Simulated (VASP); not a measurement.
Set up this calculation in VASP 6.6.1, as the native input.

| Quantity | Value |
| --- | --- |
| Task | single point |
| Functional | PBEsol |
| Potentials or basis | VASP PAW PBE potentials, release 64 (K_sv, Br) |
| Cutoff | 520 eV |
| k mesh | 6 × 6 × 6 |
| Occupations | gaussian, width 0.05 eV |
| Spin | no spin polarisation |
| Dipole correction | no |
| Further INCAR settings | ALGO = Normal; EDIFF = 1e-06; NBANDS = 15 |

The structure of KBr lies in POSCAR:

```
KBr
1.0
    0.0000000000      3.0291000000      3.2925000000
    3.0291000000      0.0000000000      3.2925000000
    3.0291000000      3.0291000000      0.0000000000
K Br
1 1
Direct
    0.0000000000      0.0000000000      0.0000000000
    0.5000000000      0.5000000000      0.5000000000
```

This cell differs from its parent crystal: strain -0.080 along x and y, +0.000 along z.

One way to write it, as run:

INCAR

```
  PREC = Accurate
  ENCUT = 520
  EDIFF = 1E-6
  ISMEAR = 0
  SIGMA = 0.05
  LREAL = F
  LASPH = T
  NELM = 80
  ALGO = Normal
  ISIF = 2
  LWAVE = F
  LCHARG = F
  GGA = PS
  NBANDS = 15
```

KPOINTS

```
regular mesh
0
Gamma
  6 6 6
```

Potentials or basis: VASP PAW PBE potentials, release 64 (K_sv, Br).

Launch:

```console
$ cat potpaw_PBE.64/K_sv/POTCAR potpaw_PBE.64/Br/POTCAR > POTCAR
$ mpirun -np 1 vasp_std > vasp.out
```

Results of the run:

```json
{"Pressure": "4.0 GPa", "Band gap on the k mesh": "4.67 eV, direct"}
```

Caveat: the cell differs from its parent crystal (strain -0.080 along x and y, +0.000 along z); the PAW data sets were made with another functional, which shifts forces and pressure a little.

It took 14 s on 1 thread of Intel(R) Xeon(R) 6975P-C (Granite Rapids) (shared host), peak memory 0.19 GiB.
